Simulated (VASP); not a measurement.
Wanted: the native input for a VASP 6.6.1 run.

| Quantity | Value |
| --- | --- |
| Task | relaxation of cell and atoms |
| Functional | revPBE |
| Dispersion | D3(BJ) |
| Potentials or basis | VASP PAW PBE potentials, release 64 (Mn_pv, S) |
| Cutoff | 600 eV |
| k mesh | 9 × 9 × 9 |
| Occupations | fermi-dirac, width 0.05 eV |
| Spin | collinear spin, ferromagnetic start |
| Starting moments | [4.0, 0.0] μB |
| Dipole correction | no |
| Further INCAR settings | ALGO = Normal; EDIFF = 1e-07; IBRION = 2; EDIFFG = -0.005; NSW = 80; ISIF = 3 |

The structure of MnS lies in POSCAR:

```
MnS
1.0
    0.0000000000      2.6045000000      2.6045000000
    2.6045000000      0.0000000000      2.6045000000
    2.6045000000      2.6045000000      0.0000000000
Mn S
1 1
Direct
    0.0000000000      0.0000000000      0.0000000000
    0.5000000000      0.5000000000      0.5000000000
```

These files were run (other wordings do the same):

INCAR

```
ALGO = Normal
EDIFF = 1E-7
EDIFFG = -0.005
ENCUT = 600
GGA = RE
IBRION = 2
ISIF = 3
ISMEAR = -1
ISPIN = 2
IVDW = 12
LASPH = True
LCHARG = False
LMAXMIX = 4
LORBIT = 11
LREAL = False
LWAVE = False
MAGMOM = 4 0
NELM = 150
NSW = 80
PREC = Accurate
SIGMA = 0.05
```

KPOINTS

```
k-points
0
Gamma
  9 9 9
```

Potentials or basis: VASP PAW PBE potentials, release 64 (Mn_pv, S).

The run is started by

```console
$ cat potpaw_PBE.64/Mn_pv/POTCAR potpaw_PBE.64/S/POTCAR > POTCAR
$ mpirun -np 1 vasp_std > vasp.out
```

It gave:

The relaxed volume is 15.82 Å³/atom and the relaxed cell is a = 3.550 Å, b = 3.550 Å, c = 3.550 Å, α = 60.00°, β = 60.00°, γ = 60.00°. The space group after relaxing (to 0.1 Å) is Fm-3m (No. 225) and the energy gained by relaxing is 61.4 meV/atom. The ionic steps are 15. The pressure after relaxing is 0.0 GPa. The net moment is 4.42 μB per cell and the site moments are Mn +4.04; S +0.08 μB. The valence electrons inside the program's atomic spheres are Mn 11.41; S 3.76 and the dispersion energy per atom is -0.889 eV.

Caveat: the PAW data sets were made with another functional, which shifts forces and pressure a little; a cell with one magnetic atom can't hold antiferromagnetic order, which such compounds often take.

Run time: 4 min on 1 thread of Intel(R) Xeon(R) 6975P-C (Granite Rapids) (shared host), peak memory 0.23 GiB.
